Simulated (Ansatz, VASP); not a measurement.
Be3SnCl2 in VASP and in Ansatz

INCAR

```
PREC     = Accurate       # precision mode
ENCUT    = 600            # plane-wave cutoff, eV
EDIFF    = 1E-6           # SCF threshold, eV
ISMEAR   = 0              # smearing method
SIGMA    = 0.1            # smearing width, eV
LREAL    = False          # projectors in reciprocal space
LASPH    = True           # aspherical terms in the spheres
NELM     = 100            # most SCF steps
ALGO     = Normal         # electronic algorithm
ISIF     = 3              # what is computed and relaxed
LWAVE    = False          # write WAVECAR
LCHARG   = False          # write CHGCAR
GGA      = PE             # functional
IBRION   = 2              # ionic algorithm
NSW      = 100            # ionic steps
EDIFFG   = -0.01          # ionic threshold
```

The input KPOINTS:

```
regular mesh
0
Gamma
  12 12 8
```

Contents of POSCAR:

```
Be3SnCl2
1.0
    5.4151588200      0.0000000000      0.0000000000
   -2.7075794100      4.6896651000      0.0000000000
    0.0000000000      0.0000000000      4.4474541400
Be Sn Cl
3 1 2
Direct
    0.0000000000      0.5000000000      0.5000000000
    0.5000000000      0.5000000000      0.5000000000
    0.5000000000      0.0000000000      0.5000000000
    0.0000000000      0.0000000000      0.0000000000
    0.6666666700      0.3333333300      0.0000000000
    0.3333333300      0.6666666700      0.0000000000
```

Input for Ansatz:

```yaml
crystal:
  lattice:
    - [5.41515882, 0.0, 0.0]
    - [-2.70757941, 4.6896651, 0.0]
    - [0.0, 0.0, 4.44745414]
  atoms:
    - { symbol: Be, position: [0.0, 0.5, 0.5] }
    - { symbol: Be, position: [0.5, 0.5, 0.5] }
    - { symbol: Be, position: [0.5, 0.0, 0.5] }
    - { symbol: Sn, position: [0.0, 0.0, 0.0] }
    - { symbol: Cl, position: [0.66666667, 0.33333333, 0.0] }
    - { symbol: Cl, position: [0.33333333, 0.66666667, 0.0] }
basis:
  ecutwfc: 420
kpoints:
  mp_grid: { grid: [12, 12, 8] }
hamiltonian:
  xc: pbe
scf:
  occupations: { method: gaussian, width: 0.1 }
output:
  forces: true
  stress: true
  eigenvalues: true
  write_density: true
  write_potential: true
  elf: true
  volumetric_format: npy
relax:
  adjacent_minimum: "off"
  f_tol: 0.01
  max_steps: 80
  cell: { stress_tol: 0.05 }
```

Change from the starting cell: species swapped into the LaCo3Ni2 type (P6/mmm, No. 191).

Alike in both runs: task relaxation of cell and atoms; functional PBE; k mesh 12 × 12 × 8; occupations gaussian, width 0.1 eV; no spin polarisation.

|  | VASP | Ansatz |
| --- | --- | --- |
| version | VASP 6.6.1 | Ansatz 0.2.0 |
| potentials or method | VASP PAW PBE potentials, release 64 (Be, Sn_d, Cl), cutoff 600 eV | scalar-relativistic, plane waves, PAW |
| valence electrons in the cell | 34 | 34 |

|  | VASP | Ansatz | Ansatz less VASP |
| --- | --- | --- | --- |
| gap on the k mesh at the Fermi level, each at its own relaxed structure (eV) | none | none | - |
| relaxed volume (Å³/atom) | 19.70 | 19.71 | +0.013 |
| relaxed cell length with the largest relative difference (Å) | 5.584 | 5.588 | +0.0037 |

A gap of «none» marks a metal or a gap that the smearing closes.
